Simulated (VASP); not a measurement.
# Ga2S (P6/mmm) in VASP: further runs, part 2 of 2

VASP 6.6.1. The steps go on from the part before.

### 4 Single point, PBE

This run uses another cell than the first one, of 18.98 Å³/atom.

Contents of INCAR:

```
ALGO = Normal ; EDIFF = 1E-6
ENCUT = 520 ; GGA = PE
ISIF = 2 ; ISMEAR = 0
LASPH = T ; LCHARG = F
LREAL = F ; LWAVE = F
NBANDS = 23 ; NELM = 80
PREC = Accurate ; SIGMA = 0.1
```

Contents of KPOINTS:

```
k-points
0
Gamma
  6 6 6
```

Contents of POSCAR:

```
Ga2S
1.0
    4.9277566093      0.0000000000      0.0000000000
   -2.4638783046      4.2675624073      0.0000000000
    0.0000000000      0.0000000000      2.7075300219
Ga S
2 1
Direct
    0.3333333333      0.6666666667      0.5000000000
    0.6666666667      0.3333333333      0.5000000000
    0.0000000000      0.0000000000      0.5000000000
```

Potentials or basis: VASP PAW PBE potentials, release 64 (Ga_d, S).

On the command line:

```
cat potpaw_PBE.64/Ga_d/POTCAR potpaw_PBE.64/S/POTCAR > POTCAR
mpirun -np 1 vasp_std > vasp.out
```

OUTCAR:

```text
EDIFF = 1E-6
   ENCUT = 520
   GGA = PE
   ISIF = 2
   ISMEAR = 0
   LASPH = T
   LREAL = F
   NELM = 80
   PREC = Accurate

 ion  position               nearest neighbor table
   1  0.333  0.667  0.500-   3 2.85   2 2.85   2 2.85   3 2.85   3 2.85   2 2.85
   2  0.667  0.333  0.500-   3 2.85   1 2.85   1 2.85   3 2.85   3 2.85   1 2.85
   3  0.000  0.000  0.500-   1 2.85   2 2.85   1 2.85   2 2.85   2 2.85   1 2.85

  LATTYP: Found a hexagonal cell.
 ALAT       =     4.9277566093
 C/A-ratio  =     0.5494447548

  Lattice vectors:

 A1 = (   4.9277566093,   0.0000000000,   0.0000000000)
 A2 = (  -2.4638783046,   4.2675624073,   0.0000000000)
 A3 = (   0.0000000000,   0.0000000000,   2.7075300219)

Analysis of symmetry for initial positions (statically):
=====================================================================
 Subroutine PRICEL returns:
 Original cell was already a primitive cell.

 Routine SETGRP: Setting up the symmetry group for a
 hexagonal supercell.

 Subroutine GETGRP returns: Found 24 space group operations
 (whereof 24 operations were pure point group operations)
 out of a pool of 24 trial point group operations.

The static configuration has the point symmetry D_6h.

Analysis of symmetry for dynamics (positions and initial velocities):
=====================================================================
 Subroutine PRICEL returns:
 Original cell was already a primitive cell.

 Routine SETGRP: Setting up the symmetry group for a
 hexagonal supercell.

 Subroutine GETGRP returns: Found 24 space group operations
 (whereof 24 operations were pure point group operations)
 out of a pool of 24 trial point group operations.

The dynamic configuration has the point symmetry D_6h.

 Subroutine INISYM returns: Found 24 space group operations
 (whereof 24 operations are pure point group operations),
 and found     1 'primitive' translations

----------------------------------------------------------------------------------------

                                     Primitive cell

  volume of cell :      56.9380

  direct lattice vectors                    reciprocal lattice vectors
     4.927756609  0.000000000  0.000000000     0.202932101  0.117162903  0.000000000
    -2.463878305  4.267562407  0.000000000     0.000000000  0.234325806  0.000000000
     0.000000000  0.000000000  2.707530022     0.000000000  0.000000000  0.369340318

  length of vectors
     4.927756609  4.927756609  2.707530022     0.234325806  0.234325806  0.369340318

  position of ions in fractional coordinates (direct lattice)
     0.333333333  0.666666667  0.500000000
     0.666666667  0.333333333  0.500000000
     0.000000000  0.000000000  0.500000000

  ion indices of the primitive-cell ions
   primitive index   ion index
                 1           1
                 2           2
                 3           3

----------------------------------------------------------------------------------------

 KPOINTS: k-points

Automatic generation of k-mesh.
 Grid dimensions read from file:
 generate k-points for:    6    6    6

 Generating k-lattice:

  Cartesian coordinates                     Fractional coordinates (reciprocal lattice)
     0.033822017  0.019527150  0.000000000     0.166666667  0.000000000  0.000000000
     0.000000000  0.039054301  0.000000000     0.000000000  0.166666667  0.000000000
     0.000000000  0.000000000  0.061556720     0.000000000  0.000000000  0.166666667

  Length of vectors
     0.039054301  0.039054301  0.061556720

  Shift w.r.t. Gamma in fractional coordinates (k-lattice)
     0.000000000  0.000000000  0.000000000

 Subroutine IBZKPT returns following result:
 ===========================================

 Found     28 irreducible k-points:

 Following reciprocal coordinates:
            Coordinates               Weight
  0.000000  0.000000  0.000000      1.000000
  0.166667  0.000000  0.000000      6.000000
  0.333333 -0.000000  0.000000      6.000000
  0.500000 -0.000000  0.000000      3.000000
  0.166667  0.166667  0.000000      6.000000
  0.333333  0.166667  0.000000     12.000000
[... 16 lines left out ...]
  0.166667  0.000000  0.500000      6.000000
  0.333333 -0.000000  0.500000      6.000000
 [... further k-points ...]
   k-points           NKPTS =     28   k-points in BZ     NKDIM =     28   number of bands    NBANDS=     23
   number of dos      NEDOS =    301   number of ions     NIONS =      3
   total plane-waves  NPLWV =  32000
   dimension x,y,z NGX =    40 NGY =   40 NGZ =   20
   dimension x,y,z NGXF=    80 NGYF=   80 NGZF=   40
   ions per type =               2   1
   NGX,Y,Z   is equivalent  to a cutoff of  13.49, 13.49, 12.28 a.u.
   NGXF,Y,Z  is equivalent  to a cutoff of  26.99, 26.99, 24.56 a.u.
 SYSTEM =  unknown system
   PREC   = accura    normal or accurate (medium, high low for compatibility)
   ISTART =      0    job   : 0-new  1-cont  2-samecut
   ICHARG =      2    charge: 1-file 2-atom 10-const
   ISPIN  =      1    spin polarized calculation?
   LNONCOLLINEAR =      F non collinear calculations
   LSORBIT =      F    spin-orbit coupling
   LASPH  =      T    aspherical Exc in radial PAW
   ENCUT  =  520.0 eV  38.22 Ry    6.18 a.u.   9.16  9.16  5.03*2*pi/ulx,y,z
   NELM   =     80;   NELMIN=  2; NELMDL= -5     # of ELM steps
   EDIFF  = 0.1E-05   stopping-criterion for ELM
   LREAL  =      F    real-space projection
[... 7 lines left out ...]
   TEBEG  =    0.0;   TEEND  =   0.0 temperature during run
   PSTRESS=    0.0 pullay stress
   NELECT =      32.0000    total number of electrons
   NUPDOWN=      -1.0000    fix difference up-down
   EMIN   =  10.00;   EMAX   =-10.00  energy-range for DOS
   EFERMI =   0.00;   METHOD = LEGACY
   ISMEAR =     0;   SIGMA  =   0.10  broadening in eV -4-tet -1-fermi 0-gaus
   EFERMI_NEDOS =   21; number of points for ismear=-14 and -15
   IALGO  =     38    algorithm
   IMIX   =      4    mixing-type and parameters
     AMIX     =   0.40;   BMIX     =  1.00
     AMIX_MAG =   1.60;   BMIX_MAG =  1.00
  volume/ion in A,a.u.               =      18.98       128.08
  Fermi-wavevector in a.u.,A,eV,Ry     =   1.351006  2.553032 24.833596  1.825218
  Thomas-Fermi vector in A             =   2.478464
   LORBIT       =      0    0 simple, 1 ext, 2 COOP (PROOUT), +10 PAW based schemes
   GGA     = PE    functional components
   LHFCALC =     F    Hartree Fock is set to
   AEXX    =    0.0000 exact exchange contribution
   IVDW    =     0    specifies the selected vdW correction
   LEPSILON=     F    determine dielectric tensor
   LRPA    =     F    only Hartree local field effects (RPA)
 non-spin polarized calculation
 Gauss-broadening in eV      SIGMA  =   0.10
  energy-cutoff  :      520.00
  volume of cell :       56.94
 maximum number of plane-waves:      1564
 NGX is ok and might be reduce to    40
   NGX = 19   NGY = 19   NGZ = 11

 number of electron      32.0000010 magnetization

 Free energy of the ion-electron system (eV)
  ---------------------------------------------------
  ext. energy  EPLUGINS =         0.00000000
  ---------------------------------------------------
  free energy    TOTEN  =        -9.60460046 eV

  energy without entropy =       -9.58733148  energy(sigma->0) =       -9.59596597

 E-fermi :   5.4482     XC(G=0): -10.6629

 val. band max:        5.4418727588   @ k =   0.3333   0.1667   0.1667
 cond. band min:       5.4689330625   @ k =   0.3333   0.3333   0.1667
 fundamental gap:      0.0270603037
 Fermi energy:         5.4481614119

 k-point     1 :       0.0000    0.0000    0.0000
  band No.  band energies     occupation
      1      -9.7345      2.00000
      2      -9.5929      2.00000
      3      -9.5292      2.00000
      4      -9.5292      2.00000
      5      -9.4719      2.00000
      6      -9.4719      2.00000
[... 15 lines left out ...]
     22      16.1428      0.00000
     23      19.1846      0.00000

 k-point     2 :       0.1667    0.0000    0.0000
  band No.  band energies     occupation
      1      -9.7178      2.00000
      2      -9.6065      2.00000
      3      -9.5574      2.00000
      4      -9.5560      2.00000
      5      -9.4586      2.00000
      6      -9.4381      2.00000
[... 564 lines left out ...]
 k-point    24 :       0.3333   -0.0000    0.5000
  band No.  band energies     occupation
      1      -9.5618      2.00000
      2      -9.5602      2.00000
      3      -9.5530      2.00000
      4      -9.5392      2.00000
      5      -9.4630      2.00000
      6      -9.4342      2.00000
[... 15 lines left out ...]
     22      12.3244      0.00000
     23      13.4009      0.00000

 [... further k-points ...]

------------------------ aborting loop because EDIFF is reached ----------------------------------------

  FORCE on cell =-STRESS in cart. coord.  units (eV):
  Direction    XX          YY          ZZ          XY          YZ          ZX
  --------------------------------------------------------------------------------------
  -------------------------------------------------------------------------------------
  Total        0.0079906      0.0079906      0.1318957      0.0000000     -0.0000000      0.0000000
  in kB        0.2248478      0.2248478      3.7114077      0.0000000     -0.0000000      0.0000000
  external PRESSURE =       1.3870344 kB  Pullay stress =       0.0000000 kB

 VOLUME and BASIS-vectors are now :
 -----------------------------------------------------------------------------
  energy-cutoff  :      520.00
  volume of cell :       56.94
      direct lattice vectors                 reciprocal lattice vectors
     4.927756609  0.000000000  0.000000000     0.202932101  0.117162903  0.000000000
    -2.463878305  4.267562407  0.000000000     0.000000000  0.234325806  0.000000000
     0.000000000  0.000000000  2.707530022     0.000000000  0.000000000  0.369340318

 POSITION                                       TOTAL-FORCE (eV/Angst)
 -----------------------------------------------------------------------------------
     -0.00000      2.84504      1.35377         0.000000     -0.000000      0.000000
      2.46388      1.42252      1.35377        -0.000000      0.000000      0.000000
      0.00000      0.00000      1.35377        -0.000000      0.000000      0.000000
 -----------------------------------------------------------------------------------
    total drift:                               -0.000000      0.000000      0.000000

  FREE ENERGIE OF THE ION-ELECTRON SYSTEM (eV)
  ---------------------------------------------------
  free  energy   TOTEN  =        -9.6046004598 eV

  energy  without entropy=       -9.5873314846  energy(sigma->0) =       -9.59596597
```

stdout:

```text
POSCAR found type information on POSCAR GaS
 POSCAR found :  2 types and       3 ions
 scaLAPACK will be used
 LDA part: xc-table for (Slater+PW92), standard interpolation
 POSCAR, INCAR and KPOINTS ok, starting setup
 FFT: planning ... GRIDC
 FFT: planning ... GRID_SOFT
 FFT: planning ... GRID
 WAVECAR not read
 entering main loop
```

It took 14 s on 1 thread of Intel Xeon 6975P-C (Granite Rapids), shared host; peak memory 0.19 GiB.

What came out:

```
Free energy            : -9.6046 eV
Pressure               : 0.1 GPa
Band gap on the k mesh : zero (bands 16 and 17 overlap by 3.43 eV)
```

Stress tensor (GPa, compression positive):
```
0.02 0.00 0.00
0.00 0.02 0.00
0.00 0.00 0.37
```

Caveat: the k points lie up to 0.39 Å⁻¹ apart, too coarse for converged energies and pressures of a metal.

### 5 Relaxation of cell and atoms, PBE

This run uses another cell than the first one.

Contents of INCAR:

```
  PREC = Accurate
  ENCUT = 600
  EDIFF = 1E-6
  ISMEAR = 0
  SIGMA = 0.1
  LREAL = F
  LASPH = T
  NELM = 60
  ALGO = Normal
  ISIF = 3
  LWAVE = F
  LCHARG = F
  GGA = PE
  IBRION = 2
  NSW = 90
  EDIFFG = -0.04
```

Contents of KPOINTS:

```
Automatic mesh
0
Gamma
  6 6 4
```

Contents of POSCAR:

```
Ga2S
1.0
    3.5173568800      0.0000000000      0.0000000000
   -1.7586784400      3.0461204200      0.0000000000
    0.0000000000      0.0000000000      6.3452121700
Ga S
2 1
Direct
    0.3333333300      0.6666666700      0.5000000000
    0.6666666700      0.3333333300      0.5000000000
    0.0000000000      0.0000000000      0.5000000000
```

Potentials or basis: VASP PAW PBE potentials, release 64 (Ga_d, S).

On the command line:

```
cat potpaw_PBE.64/Ga_d/POTCAR potpaw_PBE.64/S/POTCAR > POTCAR
mpirun -np 1 vasp_std > vasp.out
```

OUTCAR:

```text
PREC = Accurate
   ENCUT = 600
   EDIFF = 1E-6
   ISMEAR = 0
   LREAL = F
   LASPH = T
   NELM = 60
   ISIF = 3
   GGA = PE
   IBRION = 2
   NSW = 90
   EDIFFG = -0.04

 ion  position               nearest neighbor table
   1  0.333  0.667  0.500-   3 2.03   2 2.03   2 2.03   3 2.03   3 2.03   2 2.03
   2  0.667  0.333  0.500-   3 2.03   1 2.03   1 2.03   3 2.03   3 2.03   1 2.03
   3  0.000  0.000  0.500-   1 2.03   2 2.03   2 2.03   1 2.03   2 2.03   1 2.03

  LATTYP: Found a hexagonal cell.
 ALAT       =     3.5173568800
 C/A-ratio  =     1.8039716715

  Lattice vectors:

 A1 = (   3.5173568800,   0.0000000000,   0.0000000000)
 A2 = (  -1.7586784400,   3.0461204200,   0.0000000000)
 A3 = (   0.0000000000,   0.0000000000,   6.3452121700)

[... 246 lines left out ...]

 number of electron      32.0000059 magnetization

 E-fermi :  -0.1386     XC(G=0):  -5.8656

 val. band max:       -0.2609710485   @ k =   0.0000   0.0000   0.5000
 cond. band min:      -0.1082613804   @ k =   0.5000   0.0000   0.0000
 fundamental gap:      0.1527096681
 Fermi energy:        -0.1385893777

 k-point     1 :       0.0000    0.0000    0.0000
  band No.  band energies     occupation
      1     -15.4313      2.00000
      2     -15.3670      2.00000
      3     -15.3669      2.00000
      4     -15.3269      2.00000
      5     -15.3143      2.00000
      6     -15.3143      2.00000
[... 619 lines left out ...]
--------------------------------------- Ionic step        7  -------------------------------------------

 number of electron      31.9999986 magnetization

 Free energy of the ion-electron system (eV)
  ---------------------------------------------------
  ext. energy  EPLUGINS =         0.00000000
  ---------------------------------------------------
  free energy    TOTEN  =        -9.02154111 eV

  energy without entropy =       -9.01700479  energy(sigma->0) =       -9.01927295

 E-fermi :   0.4684     XC(G=0):  -6.0779

 val. band max:        0.0124855187   @ k =   0.0000   0.0000   0.5000
 cond. band min:       0.4748003798   @ k =   0.3333   0.3333   0.0000
 fundamental gap:      0.4623148611
 Fermi energy:         0.4683754723

 k-point     1 :       0.0000    0.0000    0.0000
  band No.  band energies     occupation
      1     -14.9673      2.00000
      2     -14.8681      2.00000
      3     -14.8681      2.00000
      4     -14.8060      2.00000
      5     -14.8060      2.00000
      6     -14.8037      2.00000
[... 502 lines left out ...]
  FREE ENERGIE OF THE ION-ELECTRON SYSTEM (eV)
  ---------------------------------------------------
  free  energy   TOTEN  =        -9.0215411079 eV

  energy  without entropy=       -9.0170047932  energy(sigma->0) =       -9.01927295

 reached required accuracy - stopping structural energy minimisation
```

Wall time 1.7 min (1 thread of Intel Xeon 6975P-C (Granite Rapids), shared host); peak memory 0.21 GiB.

Results:

| Item | Value |
| --- | --- |
| Free energy | -9.0215 eV |
| Relaxed cell | a = 4.970 Å, b = 4.970 Å, c = 6.338 Å, α = 90.00°, β = 90.00°, γ = 120.00° |
| Space group after relaxing (to 0.1 Å) | P6/mmm (No. 191) |
| Energy gained by relaxing | 4352.1 meV/atom |
| Ionic steps | 7 |
| Pressure after relaxing | 0.0 GPa |
| Band gap on the k mesh | zero (bands 16 and 17 overlap by 0.60 eV) |

The path:
| step | energy change (eV) | largest force (eV/Å) | pressure (GPa) | volume (Å³) |
| --- | --- | --- | --- | --- |
| 1 | 0.0000 | 0.0000 | 94.18 | 67.98 |
| 2 | -4.1528 | 0.0000 | -18.56 | 262.08 |
| 3 | -12.9442 | 0.0000 | -1.80 | 148.02 |
| 4 | -12.9995 | 0.0000 | -1.32 | 144.25 |
| 5 | -13.0560 | 0.0000 | 0.12 | 135.14 |
| 6 | -13.0552 | 0.0000 | -0.23 | 136.71 |
| 7 | -13.0562 | 0.0000 | 0.00 | 135.56 |

Final structure:
```cif
data_structure
_symmetry_space_group_name_H-M 'P 1'
_symmetry_Int_Tables_number 1
_cell_length_a 4.9696
_cell_length_b 4.9696
_cell_length_c 6.3381
_cell_angle_alpha 90.000
_cell_angle_beta 90.000
_cell_angle_gamma 120.000
_cell_volume 135.56
loop_
_atom_site_label
_atom_site_type_symbol
_atom_site_fract_x
_atom_site_fract_y
_atom_site_fract_z
_atom_site_occupancy
Ga1 Ga 0.33333 0.66667 0.50000 1
Ga2 Ga 0.66667 0.33333 0.50000 1
S1 S 0.00000 0.00000 0.50000 1
```

Caveat: the volume moved by over 15 % at a fixed basis, so the end points are rough; the relaxation moved the vacuum too, so the length across it says nothing of the material.

### 6 The runs side by side

```csv
task,cell,k mesh,cutoff (eV),gap on the mesh (eV),pressure (GPa)
single point,"a = 4.904, b = 4.904, c = 2.696 Å, angles 90.0, 90.0, 120.0°, 3 atoms",6 × 6 × 4,520,none,-0.1
single point,"a = 3.517, b = 3.517, c = 6.345 Å, angles 90.0, 90.0, 120.0°, 3 atoms",6 × 6 × 4,520,none,94.2
single point,"a = 4.928, b = 4.928, c = 2.708 Å, angles 90.0, 90.0, 120.0°, 3 atoms",6 × 6 × 6,520,none,0.1
relaxation of cell and atoms,"relaxed from a = 3.517, b = 3.517, c = 6.345 Å, angles 90.0, 90.0, 120.0°, 3 atoms",6 × 6 × 4,600,none,0.0
```

Alike in all rows: level PBE; potentials or basis VASP PAW PBE potentials, release 64 (Ga_d, S); no spin polarisation; smearing gaussian 0.1 eV.

Caveats: some runs use coarse meshes; the stress differs along the axes, from -0 to 141 GPa (at least some runs); the volume moved by over 15 % at a fixed basis, so the end points are rough (at least some runs); the relaxation moved the vacuum too, so the length across it says nothing of the material (at least some runs).

Total energies depend on the potentials used, so only differences within one code and one set of settings carry meaning.

The gap in the log of VASP goes by the Fermi energy; the results here count the filled bands.